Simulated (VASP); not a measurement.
Write the native input for VASP 6.6.1 that does the following.

- Task: single point
- Functional: PBEsol
- Potentials or basis: VASP PAW PBE potentials, release 64 (Sr_sv, Ti_sv, O)
- Cutoff: 520 eV
- k mesh: 8 × 8 × 8
- Occupations: gaussian, width 0.05 eV
- Spin: no spin polarisation
- Dipole correction: no
- Further INCAR settings: ALGO = Normal; EDIFF = 1e-06; NBANDS = 28

The structure of SrTiO3 lies in POSCAR:

```
SrTiO3
1.0
    4.0210437814      0.7607380127      0.7607380127
    0.7607380127      4.0210437814      0.7607380127
    0.7607380127      0.7607380127      4.0210437814
Sr Ti O
1 1 3
Direct
    0.0000000000      0.0000000000      0.0000000000
    0.5000000000      0.5000000000      0.5000000000
    0.0000000000      0.5000000000      0.5000000000
    0.5000000000      0.0000000000      0.5000000000
    0.5000000000      0.5000000000      0.0000000000
```

This cell differs from its parent crystal: ratio of the length along [111] to the lengths across it x 1.7, volume and fractional coordinates fixed.

One way to write it, as run:

INCAR

```
PREC = Accurate
ENCUT = 520
EDIFF = 1E-6
ISMEAR = 0
SIGMA = 0.05
LREAL = F
LASPH = T
NELM = 60
ALGO = Normal
ISIF = 2
LWAVE = F
LCHARG = T
GGA = PS
LELF = T
LVHAR = T
NBANDS = 28
```

KPOINTS

```
regular mesh
0
Gamma
  8 8 8
```

Potentials or basis: VASP PAW PBE potentials, release 64 (Sr_sv, Ti_sv, O).

The run is started by

```console
$ cat potpaw_PBE.64/Sr_sv/POTCAR potpaw_PBE.64/Ti_sv/POTCAR potpaw_PBE.64/O/POTCAR > POTCAR
$ mpirun -np 1 vasp_std > vasp.out
```

It gave:

- Pressure: 17.8 GPa
- Band gap on the k mesh: zero (bands 20 and 21 overlap by 1.00 eV)

Caveat: the cell stands under pressure; the PAW data sets were made with another functional, which shifts forces and pressure a little.

Wall time 2.2 min on 1 thread of Intel Xeon 8259CL, with other jobs on the host, peak memory 0.25 GiB.
